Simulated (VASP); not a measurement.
# Sc (R-3m) in VASP: further runs

Runs on Sc. Level: PBEsol. Tasks: single point.

All numbers are computed with VASP 6.6.1; they aren't measurements. Logs are shortened: lines on timing, memory, paths and dates and some standing lists are left out, and cuts for length are marked.

## Step 1: The cell of the first run

The structure is trigonal, space group R-3m (No. 166). The conventional cell has a = 3.227 Å, b = 3.227 Å, c = 7.787 Å, α = 90.00°, β = 90.00°, γ = 120.00°. Sc (site symmetry -3m) has 12 Sc at 3.19 to 3.23 Å within 4.2 Å.

## Step 2: Single point, PBEsol (equal xy, yz and zx shear strains of -1 %)

INCAR

```
PREC = Accurate
ENCUT = 520
EDIFF = 1E-6
ISMEAR = -1
SIGMA = 0.03
LREAL = F
LASPH = T
NELM = 100
ALGO = Normal
ISIF = 2
LWAVE = F
LCHARG = T
GGA = PS
LELF = T
LVHAR = T
NBANDS = 12
```

KPOINTS

```
Automatic mesh
0
Gamma
  12 12 12
```

POSCAR

```
Sc
1.0
   -0.0227050000      2.2591475000      2.2591475000
    2.2591475000     -0.0227050000      2.2591475000
    2.2591475000      2.2591475000     -0.0227050000
Sc
1
Direct
    0.0000000000      0.0000000000      0.0000000000
```

Potentials or basis: VASP PAW PBE potentials, release 64 (Sc_sv).

The run is started by

```
$ cat potpaw_PBE.64/Sc_sv/POTCAR > POTCAR
$ mpirun -np 1 vasp_std > vasp.out
```

OUTCAR:

```text
PREC = Accurate
   ENCUT = 520
   EDIFF = 1E-6
   ISMEAR = -1
   LREAL = F
   LASPH = T
   NELM = 100
   ISIF = 2
   GGA = PS

 ion  position               nearest neighbor table
   1  0.000  0.000  0.000-

  LATTYP: Found a trigonal (rhomboedric) cell.
 ALAT       =     3.1949977106
 COS(alpha) =     0.4899250057

  Lattice vectors:

 A1 = (  -0.0227050000,   2.2591475000,   2.2591475000)
 A2 = (   2.2591475000,  -0.0227050000,   2.2591475000)
 A3 = (   2.2591475000,   2.2591475000,  -0.0227050000)

Analysis of symmetry for initial positions (statically):
=====================================================================
 Subroutine PRICEL returns:
 Original cell was already a primitive cell.

 Routine SETGRP: Setting up the symmetry group for a
 trigonal (rhombohedral) supercell.

 Subroutine GETGRP returns: Found 12 space group operations
 (whereof 12 operations were pure point group operations)
 out of a pool of 12 trial point group operations.

The static configuration has the point symmetry D_3d.

Analysis of symmetry for dynamics (positions and initial velocities):
=====================================================================
 Subroutine PRICEL returns:
 Original cell was already a primitive cell.

 Routine SETGRP: Setting up the symmetry group for a
 trigonal (rhombohedral) supercell.

 Subroutine GETGRP returns: Found 12 space group operations
 (whereof 12 operations were pure point group operations)
 out of a pool of 12 trial point group operations.

The dynamic configuration has the point symmetry D_3d.

 Subroutine INISYM returns: Found 12 space group operations
 (whereof 12 operations are pure point group operations),
 and found     1 'primitive' translations

----------------------------------------------------------------------------------------

                                     Primitive cell

  volume of cell :      23.4079

  direct lattice vectors                    reciprocal lattice vectors
    -0.022705000  2.259147500  2.259147500    -0.218013543  0.220226878  0.220226878
     2.259147500 -0.022705000  2.259147500     0.220226878 -0.218013543  0.220226878
     2.259147500  2.259147500 -0.022705000     0.220226878  0.220226878 -0.218013543

  length of vectors
     3.194997711  3.194997711  3.194997711     0.380170568  0.380170568  0.380170568

  position of ions in fractional coordinates (direct lattice)
     0.000000000  0.000000000  0.000000000

  ion indices of the primitive-cell ions
   primitive index   ion index
                 1           1

----------------------------------------------------------------------------------------

 KPOINTS: Automatic mesh

Automatic generation of k-mesh.
 Grid dimensions read from file:
 generate k-points for:   12   12   12

 Generating k-lattice:

  Cartesian coordinates                     Fractional coordinates (reciprocal lattice)
    -0.018167795  0.018352240  0.018352240     0.083333333 -0.000000000 -0.000000000
     0.018352240 -0.018167795  0.018352240    -0.000000000  0.083333333 -0.000000000
     0.018352240  0.018352240 -0.018167795    -0.000000000 -0.000000000  0.083333333

  Length of vectors
     0.031680881  0.031680881  0.031680881

  Shift w.r.t. Gamma in fractional coordinates (k-lattice)
     0.000000000  0.000000000  0.000000000

 Subroutine IBZKPT returns following result:
 ===========================================

 Found    189 irreducible k-points:

 Following reciprocal coordinates:
            Coordinates               Weight
  0.000000  0.000000  0.000000      1.000000
  0.083333 -0.000000 -0.000000      6.000000
  0.166667 -0.000000 -0.000000      6.000000
  0.250000 -0.000000 -0.000000      6.000000
  0.333333  0.000000  0.000000      6.000000
  0.416667  0.000000 -0.000000      6.000000
[... 16 lines left out ...]
  0.500000  0.166667 -0.000000     12.000000
 -0.416667  0.166667 -0.000000     12.000000
 [... further k-points ...]
   k-points           NKPTS =    189   k-points in BZ     NKDIM =    189   number of bands    NBANDS=     12
   number of dos      NEDOS =    301   number of ions     NIONS =      1
   total plane-waves  NPLWV =  13824
   dimension x,y,z NGX =    24 NGY =   24 NGZ =   24
   dimension x,y,z NGXF=    48 NGYF=   48 NGZF=   48
   ions per type =               1
   NGX,Y,Z   is equivalent  to a cutoff of  12.49, 12.49, 12.49 a.u.
   NGXF,Y,Z  is equivalent  to a cutoff of  24.98, 24.98, 24.98 a.u.
 SYSTEM =  unknown system
   PREC   = accura    normal or accurate (medium, high low for compatibility)
   ISTART =      0    job   : 0-new  1-cont  2-samecut
   ICHARG =      2    charge: 1-file 2-atom 10-const
   ISPIN  =      1    spin polarized calculation?
   LNONCOLLINEAR =      F non collinear calculations
   LSORBIT =      F    spin-orbit coupling
   LASPH  =      T    aspherical Exc in radial PAW
   ENCUT  =  520.0 eV  38.22 Ry    6.18 a.u.   5.94  5.94  5.94*2*pi/ulx,y,z
   NELM   =    100;   NELMIN=  2; NELMDL= -5     # of ELM steps
   EDIFF  = 0.1E-05   stopping-criterion for ELM
   LREAL  =      F    real-space projection
   EDIFFG = 0.1E-04   stopping-criterion for IOM
   NSW    =      0    number of steps for IOM
   IBRION =     -1    ionic relax: 0-MD 1-quasi-New 2-CG
   NFREE  =      0    steps in history (QN), initial steepest desc. (CG)
   ISIF   =      2    stress and relaxation
   ISYM   =      2    0-nonsym 1-usesym 2-fastsym
   POTIM  = 0.5000    time-step for ionic-motion
   TEBEG  =    0.0;   TEEND  =   0.0 temperature during run
   PSTRESS=    0.0 pullay stress
   NELECT =      11.0000    total number of electrons
   NUPDOWN=      -1.0000    fix difference up-down
   EMIN   =  10.00;   EMAX   =-10.00  energy-range for DOS
   EFERMI =   0.00;   METHOD = LEGACY
   ISMEAR =    -1;   SIGMA  =   0.03  broadening in eV -4-tet -1-fermi 0-gaus
   EFERMI_NEDOS =   21; number of points for ismear=-14 and -15
   IALGO  =     38    algorithm
   IMIX   =      4    mixing-type and parameters
     AMIX     =   0.40;   BMIX     =  1.00
     AMIX_MAG =   1.60;   BMIX_MAG =  1.00
  volume/ion in A,a.u.               =      23.41       157.96
  Fermi-wavevector in a.u.,A,eV,Ry     =   1.272775  2.405197 22.040857  1.619957
  Thomas-Fermi vector in A             =   2.405635
   LORBIT       =      0    0 simple, 1 ext, 2 COOP (PROOUT), +10 PAW based schemes
   GGA     = PS    functional components
   LHFCALC =     F    Hartree Fock is set to
   AEXX    =    0.0000 exact exchange contribution
   IVDW    =     0    specifies the selected vdW correction
   LEPSILON=     F    determine dielectric tensor
   LRPA    =     F    only Hartree local field effects (RPA)
 non-spin polarized calculation
  energy-cutoff  :      520.00
  volume of cell :       23.41
 maximum number of plane-waves:       642
   NGX = 11   NGY = 11   NGZ = 11

 number of electron      10.9999998 magnetization

 Free energy of the ion-electron system (eV)
  ---------------------------------------------------
  ext. energy  EPLUGINS =         0.00000000
  ---------------------------------------------------
  free energy    TOTEN  =        -6.56110353 eV

  energy without entropy =       -6.55606018  energy(sigma->0) =       -6.55858185

 E-fermi :   3.9419     XC(G=0): -10.2005

 val. band max:        3.9084284130   @ k =  -0.4167   0.1667   0.0833
 cond. band min:       3.9540787591   @ k =  -0.4167   0.4167   0.4167
 fundamental gap:      0.0456503462
 Fermi energy:         3.9419464229

 k-point     1 :       0.0000    0.0000    0.0000
  band No.  band energies     occupation
      1     -45.1486      2.00000
      2     -23.6217      2.00000
      3     -23.6217      2.00000
      4     -23.6124      2.00000
      5      -1.3532      2.00000
      6       5.5385      0.00000
      7       5.5385      0.00000
      8       5.6758      0.00000
      9       7.0684      0.00000
     10       7.0684      0.00000
     11      16.7438      0.00000
     12      20.1958      0.00000

 k-point     2 :       0.0833   -0.0000   -0.0000
  band No.  band energies     occupation
      1     -45.1437      2.00000
      2     -23.6536      2.00000
      3     -23.6255      2.00000
      4     -23.6176      2.00000
      5      -1.1700      2.00000
      6       5.4137      0.00000
      7       5.6016      0.00000
      8       5.7333      0.00000
      9       7.0219      0.00000
     10       7.0237      0.00000
     11      16.9081      0.00000
     12      18.9487      0.00000

 k-point     3 :       0.1667   -0.0000   -0.0000
  band No.  band energies     occupation
      1     -45.1302      2.00000
      2     -23.7423      2.00000
      3     -23.6361      2.00000
      4     -23.6295      2.00000
      5      -0.6440      2.00000
      6       5.0769      0.00000
      7       5.7241      0.00000
      8       5.8662      0.00000
      9       6.9686      0.00000
     10       6.9758      0.00000
     11      16.5467      0.00000
     12      17.6550      0.00000
[... 286 lines left out ...]
 k-point    23 :       0.5000    0.1667   -0.0000
  band No.  band energies     occupation
      1     -45.0679      2.00000
      2     -24.0468      2.00000
      3     -23.7498      2.00000
      4     -23.7036      2.00000
      5       2.4972      2.00000
      6       3.8190      1.96733
      7       5.0407      0.00000
      8       5.9979      0.00000
      9       8.0755      0.00000
     10       8.4724      0.00000
     11      11.2134      0.00000
     12      16.0033      0.00000

 k-point    24 :      -0.4167    0.1667   -0.0000
  band No.  band energies     occupation
      1     -45.0669      2.00000
      2     -24.0489      2.00000
      3     -23.7656      2.00000
      4     -23.6942      2.00000
      5       2.6146      2.00000
      6       3.8637      1.86272
      7       5.0029      0.00000
      8       5.9432      0.00000
      9       7.8360      0.00000
     10       8.7717      0.00000
     11      11.0698      0.00000
     12      15.6125      0.00000

 [... further k-points ...]

------------------------ aborting loop because EDIFF is reached ----------------------------------------

  FORCE on cell =-STRESS in cart. coord.  units (eV):
  Direction    XX          YY          ZZ          XY          YZ          ZX
  --------------------------------------------------------------------------------------
  -------------------------------------------------------------------------------------
  Total        0.0696927      0.0696927      0.0696927      0.0519275      0.0519275      0.0519275
  in kB        4.7701941      4.7701941      4.7701941      3.5542333      3.5542333      3.5542333
  external PRESSURE =       4.7701941 kB  Pullay stress =       0.0000000 kB

 VOLUME and BASIS-vectors are now :
 -----------------------------------------------------------------------------
  energy-cutoff  :      520.00
  volume of cell :       23.41
      direct lattice vectors                 reciprocal lattice vectors
    -0.022705000  2.259147500  2.259147500    -0.218013543  0.220226878  0.220226878
     2.259147500 -0.022705000  2.259147500     0.220226878 -0.218013543  0.220226878
     2.259147500  2.259147500 -0.022705000     0.220226878  0.220226878 -0.218013543

 POSITION                                       TOTAL-FORCE (eV/Angst)
 -----------------------------------------------------------------------------------
      0.00000      0.00000      0.00000        -0.000000      0.000000     -0.000000
 -----------------------------------------------------------------------------------
    total drift:                               -0.000000      0.000000      0.000000

  FREE ENERGIE OF THE ION-ELECTRON SYSTEM (eV)
  ---------------------------------------------------
  free  energy   TOTEN  =        -6.5611035275 eV

  energy  without entropy=       -6.5560601762  energy(sigma->0) =       -6.55858185
```

Run time: 25 s. Hardware: 1 thread of Intel Xeon Platinum 8259CL at 2.50GHz (Skylake/Cascade Lake), shared host; peak memory 0.17 GiB.

What came out:

| Item | Value |
| --- | --- |
| Free energy | -6.5611 eV |
| Pressure | 0.5 GPa |

Caveat: the cell differs from its parent crystal (equal xy, yz and zx shear strains of -1 %); the PAW data sets were made with another functional, which shifts forces and pressure a little.

(Continued in part 2 of 2.)
